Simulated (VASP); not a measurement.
# Li (Immm) in VASP: further runs

Li is run at these levels: PBE; tasks: single point.

Program: VASP 6.6.1. These are calculated values, not measurements. Logs are shortened: lines on timing, memory, paths and dates and some standing lists are left out, and cuts for length are marked.

## 1. The cell of the first run

The structure is orthorhombic, space group Immm (No. 71). Conventional cell: a = 2.833 Å, b = 5.007 Å, c = 8.329 Å, α = 90.00°, β = 90.00°, γ = 90.00°. Within 3.7 Å of Li (site symmetry mm2) lie 11 Li at 2.83 to 3.13 Å. Within 3.7 Å of Li (site symmetry mmm) lie 10 Li at 2.83 to 3.05 Å.

## 2. Single point, PBE (19.69 Å³/atom)

Input file INCAR:

```
PREC = Accurate ; ENCUT = 520
EDIFF = 1E-6 ; ISMEAR = 0
SIGMA = 0.1 ; LREAL = False
LASPH = True ; NELM = 100
ALGO = Fast ; ISIF = 2
LWAVE = False ; LCHARG = False
GGA = PE ; NBANDS = 12
```

Input file KPOINTS:

```
regular mesh
0
Gamma
  18 18 18
```

Input file POSCAR:

```
Li
1.0
   -1.4162762038      2.5033755867      4.1644171127
    1.4162762038     -2.5033755867      4.1644171127
    1.4162762038      2.5033755867     -4.1644171127
Li
3
Direct
    0.3248070000      0.8248070000      0.5000000000
    0.6751930000      0.1751930000      0.5000000000
    0.0000000000      0.0000000000      0.0000000000
```

Potentials or basis: VASP PAW PBE potentials, release 64 (Li_sv).

Started as:

```bash
$ cat potpaw_PBE.64/Li_sv/POTCAR > POTCAR
$ mpirun -np 1 vasp_std > vasp.out
```

OUTCAR:

```text
PREC = Accurate
   ENCUT = 520
   EDIFF = 1E-6
   ISMEAR = 0
   LREAL = False
   LASPH = True
   NELM = 100
   ISIF = 2
   GGA = PE

 ion  position               nearest neighbor table
   1  0.325  0.825  0.500-
   2  0.675  0.175  0.500-
   3  0.000  0.000  0.000-

  LATTYP: Found a body centered orthorhombic cell.
 ALAT       =     2.8325524076
 B/A-ratio  =     1.7675758302
 C/A-ratio  =     2.9403989854

  Lattice vectors:

 A1 = (  -1.4162762038,   2.5033755867,   4.1644171127)
 A2 = (   1.4162762038,  -2.5033755867,   4.1644171127)
 A3 = (   1.4162762038,   2.5033755867,  -4.1644171127)

Analysis of symmetry for initial positions (statically):
=====================================================================
 Subroutine PRICEL returns:
 Original cell was already a primitive cell.

 Routine SETGRP: Setting up the symmetry group for a
 body centered orthorhombic supercell.

 Subroutine GETGRP returns: Found  8 space group operations
 (whereof  8 operations were pure point group operations)
 out of a pool of  8 trial point group operations.

The static configuration has the point symmetry D_2h.

Analysis of symmetry for dynamics (positions and initial velocities):
=====================================================================
 Subroutine PRICEL returns:
 Original cell was already a primitive cell.

 Routine SETGRP: Setting up the symmetry group for a
 body centered orthorhombic supercell.

 Subroutine GETGRP returns: Found  8 space group operations
 (whereof  8 operations were pure point group operations)
 out of a pool of  8 trial point group operations.

The dynamic configuration has the point symmetry D_2h.

 Subroutine INISYM returns: Found  8 space group operations
 (whereof  8 operations are pure point group operations),
 and found     1 'primitive' translations

----------------------------------------------------------------------------------------

                                     Primitive cell

  volume of cell :      59.0593

  direct lattice vectors                    reciprocal lattice vectors
    -1.416276204  2.503375587  4.164417113     0.000000000  0.199730317  0.120064822
     1.416276204 -2.503375587  4.164417113     0.353038481  0.000000000  0.120064822
     1.416276204  2.503375587 -4.164417113     0.353038481  0.199730317  0.000000000

  length of vectors
     5.061135989  5.061135989  5.061135989     0.233040256  0.372896408  0.405620967

  position of ions in fractional coordinates (direct lattice)
     0.324807000  0.824807000  0.500000000
     0.675193000  0.175193000  0.500000000
     0.000000000  0.000000000  0.000000000

  ion indices of the primitive-cell ions
   primitive index   ion index
                 1           1
                 2           2
                 3           3

----------------------------------------------------------------------------------------

 KPOINTS: regular mesh

Automatic generation of k-mesh.
 Grid dimensions read from file:
 generate k-points for:   18   18   18

 Generating k-lattice:

  Cartesian coordinates                     Fractional coordinates (reciprocal lattice)
     0.000000000  0.011096129  0.006670268     0.055555556  0.000000000 -0.000000000
     0.019613249  0.000000000  0.006670268     0.000000000  0.055555556  0.000000000
     0.019613249  0.011096129  0.000000000    -0.000000000  0.000000000  0.055555556

  Length of vectors
     0.012946681  0.020716467  0.022534498

  Shift w.r.t. Gamma in fractional coordinates (k-lattice)
     0.000000000  0.000000000  0.000000000

 Subroutine IBZKPT returns following result:
 ===========================================

 Found    865 irreducible k-points:

 Following reciprocal coordinates:
            Coordinates               Weight
  0.000000  0.000000  0.000000      1.000000
  0.055556 -0.000000  0.000000      4.000000
  0.111111 -0.000000  0.000000      4.000000
  0.166667 -0.000000  0.000000      4.000000
  0.222222  0.000000  0.000000      4.000000
  0.277778  0.000000  0.000000      4.000000
[... 16 lines left out ...]
 -0.333333  0.055556  0.000000      8.000000
 -0.277778  0.055556  0.000000      8.000000
 [... further k-points ...]
   k-points           NKPTS =    865   k-points in BZ     NKDIM =    865   number of bands    NBANDS=     12
   number of dos      NEDOS =    301   number of ions     NIONS =      3
   total plane-waves  NPLWV =  64000
   dimension x,y,z NGX =    40 NGY =   40 NGZ =   40
   dimension x,y,z NGXF=    80 NGYF=   80 NGZF=   80
   ions per type =               3
   NGX,Y,Z   is equivalent  to a cutoff of  13.14, 13.14, 13.14 a.u.
   NGXF,Y,Z  is equivalent  to a cutoff of  26.28, 26.28, 26.28 a.u.
 SYSTEM =  unknown system
   PREC   = accura    normal or accurate (medium, high low for compatibility)
   ISTART =      0    job   : 0-new  1-cont  2-samecut
   ICHARG =      2    charge: 1-file 2-atom 10-const
   ISPIN  =      1    spin polarized calculation?
   LNONCOLLINEAR =      F non collinear calculations
   LSORBIT =      F    spin-orbit coupling
   LASPH  =      T    aspherical Exc in radial PAW
   ENCUT  =  520.0 eV  38.22 Ry    6.18 a.u.   9.41  9.41  9.41*2*pi/ulx,y,z
   NELM   =    100;   NELMIN=  2; NELMDL= -5     # of ELM steps
   EDIFF  = 0.1E-05   stopping-criterion for ELM
   LREAL  =      F    real-space projection
[... 7 lines left out ...]
   TEBEG  =    0.0;   TEEND  =   0.0 temperature during run
   PSTRESS=    0.0 pullay stress
   NELECT =       9.0000    total number of electrons
   NUPDOWN=      -1.0000    fix difference up-down
   EMIN   =  10.00;   EMAX   =-10.00  energy-range for DOS
   EFERMI =   0.00;   METHOD = LEGACY
   ISMEAR =     0;   SIGMA  =   0.10  broadening in eV -4-tet -1-fermi 0-gaus
   EFERMI_NEDOS =   21; number of points for ismear=-14 and -15
   IALGO  =     68    algorithm
   IMIX   =      4    mixing-type and parameters
     AMIX     =   0.40;   BMIX     =  1.00
     AMIX_MAG =   1.60;   BMIX_MAG =  1.00
  volume/ion in A,a.u.               =      19.69       132.85
  Fermi-wavevector in a.u.,A,eV,Ry     =   0.874432  1.652438 10.403452  0.764632
  Thomas-Fermi vector in A             =   1.993963
   LORBIT       =      0    0 simple, 1 ext, 2 COOP (PROOUT), +10 PAW based schemes
   GGA     = PE    functional components
   LHFCALC =     F    Hartree Fock is set to
   AEXX    =    0.0000 exact exchange contribution
   IVDW    =     0    specifies the selected vdW correction
   LEPSILON=     F    determine dielectric tensor
   LRPA    =     F    only Hartree local field effects (RPA)
 non-spin polarized calculation
 RMM-DIIS sequential band-by-band and
 Gauss-broadening in eV      SIGMA  =   0.10
  energy-cutoff  :      520.00
  volume of cell :       59.06
 maximum number of plane-waves:      1611
 NGX is ok and might be reduce to    40
   NGX = 19   NGY = 19   NGZ = 19

 number of electron       9.0000008 magnetization

 Free energy of the ion-electron system (eV)
  ---------------------------------------------------
  ext. energy  EPLUGINS =         0.00000000
  ---------------------------------------------------
  free energy    TOTEN  =        -5.63315209 eV

  energy without entropy =       -5.62627621  energy(sigma->0) =       -5.62971415

 E-fermi :   0.6821     XC(G=0):  -7.1142

 val. band max:        0.6817351916   @ k =  -0.2222  -0.4444   0.2222
 cond. band min:       0.6826276719   @ k =  -0.4444   0.4444   0.0000
 fundamental gap:      0.0008924804
 Fermi energy:         0.6821215331

 k-point     1 :       0.0000    0.0000    0.0000
  band No.  band energies     occupation
      1     -45.8478      2.00000
      2     -45.8163      2.00000
      3     -45.8080      2.00000
      4      -2.8823      2.00000
      5       2.5743      0.00000
      6       2.7410      0.00000
      7       2.8132      0.00000
      8       3.0131      0.00000
      9       6.7314      0.00000
     10       6.8177      0.00000
     11      13.1559      0.00000
     12      13.4656      0.00000

 k-point     2 :       0.0556   -0.0000    0.0000
  band No.  band energies     occupation
      1     -45.8476      2.00000
      2     -45.8164      2.00000
      3     -45.8081      2.00000
      4      -2.8638      2.00000
      5       2.1899      0.00000
      6       2.4441      0.00000
      7       3.1083      0.00000
      8       3.3915      0.00000
      9       6.7851      0.00000
     10       6.8919      0.00000
     11      13.0741      0.00000
     12      13.5865      0.00000

 k-point     3 :       0.1111   -0.0000    0.0000
  band No.  band energies     occupation
      1     -45.8472      2.00000
      2     -45.8166      2.00000
      3     -45.8084      2.00000
      4      -2.8083      2.00000
      5       1.6981      0.00000
      6       2.0585      0.00000
      7       3.4737      0.00000
      8       3.8754      0.00000
      9       6.9849      0.00000
     10       7.0799      0.00000
     11      12.9543      0.00000
     12      13.8415      0.00000

 k-point     4 :       0.1667   -0.0000    0.0000
  band No.  band energies     occupation
      1     -45.8465      2.00000
      2     -45.8168      2.00000
      3     -45.8088      2.00000
      4      -2.7160      2.00000
      5       1.1913      0.00000
      6       1.7302      0.00000
      7       3.7266      0.00000
      8       4.4100      0.00000
      9       7.3401      0.00000
     10       7.3696      0.00000
     11      12.8624      0.00000
     12      13.5161      0.00000

 k-point     5 :       0.2222    0.0000    0.0000
  band No.  band energies     occupation
      1     -45.8457      2.00000
      2     -45.8170      2.00000
      3     -45.8094      2.00000
      4      -2.5867      2.00000
      5       0.6929      0.87909
      6       1.4558      0.00000
      7       3.8663      0.00000
      8       5.0014      0.00000
      9       7.6748      0.00000
     10       7.9066      0.00000
     11      12.7562      0.00000
     12      12.8105      0.00000
[... 228 lines left out ...]
      1     -45.8423      2.00000
      2     -45.8173      2.00000
      3     -45.8113      2.00000
      4      -1.7293      2.00000
      5      -0.8884      2.00000
      6       0.9032      0.00177
      7       4.0067      0.00000
      8       7.7780      0.00000
      9       9.2017      0.00000
     10       9.4856      0.00000
     11      10.5316      0.00000
     12      11.1017      0.00000

 k-point    22 :      -0.3889    0.0556    0.0000
  band No.  band energies     occupation
      1     -45.8428      2.00000
      2     -45.8172      2.00000
      3     -45.8108      2.00000
      4      -1.9968      2.00000
      5      -0.4940      2.00000
      6       0.9855      0.00002
      7       4.0172      0.00000
      8       7.0009      0.00000
      9       8.7165      0.00000
     10       9.8202      0.00000
     11      10.3059      0.00000
     12      11.7431      0.00000

 k-point    23 :      -0.3333    0.0556    0.0000
  band No.  band energies     occupation
      1     -45.8437      2.00000
      2     -45.8170      2.00000
      3     -45.8102      2.00000
      4      -2.2276      2.00000
      5      -0.0662      2.00000
      6       1.1167      0.00000
      7       4.0212      0.00000
      8       6.2666      0.00000
      9       8.2676      0.00000
     10       9.0816      0.00000
     11      11.0623      0.00000
     12      12.3330      0.00000

 k-point    24 :      -0.2778    0.0556    0.0000
  band No.  band energies     occupation
      1     -45.8446      2.00000
      2     -45.8168      2.00000
      3     -45.8095      2.00000
      4      -2.4213      2.00000
      5       0.3922      1.99996
      6       1.2966      0.00000
      7       4.0028      0.00000
      8       5.5791      0.00000
      9       7.8616      0.00000
     10       8.3605      0.00000
     11      11.7542      0.00000
     12      12.6471      0.00000

 [... further k-points ...]
[... 5 lines left out ...]
  --------------------------------------------------------------------------------------
  -------------------------------------------------------------------------------------
  Total        0.1357242      0.1504063      0.1510902      0.0000000      0.0000000      0.0000000
  in kB        3.6819657      4.0802649      4.0988180      0.0000000      0.0000000      0.0000000
  external PRESSURE =       3.9536829 kB  Pullay stress =       0.0000000 kB

 VOLUME and BASIS-vectors are now :
 -----------------------------------------------------------------------------
  energy-cutoff  :      520.00
  volume of cell :       59.06
      direct lattice vectors                 reciprocal lattice vectors
    -1.416276204  2.503375587  4.164417113     0.000000000  0.199730317  0.120064822
     1.416276204 -2.503375587  4.164417113     0.353038481  0.000000000  0.120064822
     1.416276204  2.503375587 -4.164417113     0.353038481  0.199730317  0.000000000

 POSITION                                       TOTAL-FORCE (eV/Angst)
 -----------------------------------------------------------------------------------
      1.41628      0.00000      2.70526        -0.000000      0.000000      0.010827
      0.00000      2.50338      1.45915         0.000000      0.000000     -0.010827
      0.00000      0.00000      0.00000        -0.000000     -0.000000      0.000000
 -----------------------------------------------------------------------------------
    total drift:                               -0.000000     -0.000000      0.000000

  FREE ENERGIE OF THE ION-ELECTRON SYSTEM (eV)
  ---------------------------------------------------
  free  energy   TOTEN  =        -5.6331520920 eV

  energy  without entropy=       -5.6262762130  energy(sigma->0) =       -5.62971415
```

Run time: 14 min. Hardware: 1 thread of Intel Xeon 8259CL, shared host; peak memory 0.57 GiB.

Results:

```
Free energy            : -5.6332 eV
Largest force          : 0.011 eV/Å
Band gap on the k mesh : zero (an odd number of electrons rules out a gap without spin polarisation)
```

Forces on the atoms (eV/Å):
```
Li   0.000  0.000  0.011
Li   0.000  0.000 -0.011
Li   0.000  0.000  0.000
```

Caveat: the cutoff is under 1.25 times the usual one of these potentials, so pressure, stress and relaxed cells hold a basis-set (Pulay) error.

(Part 1 of 2 ends here.)
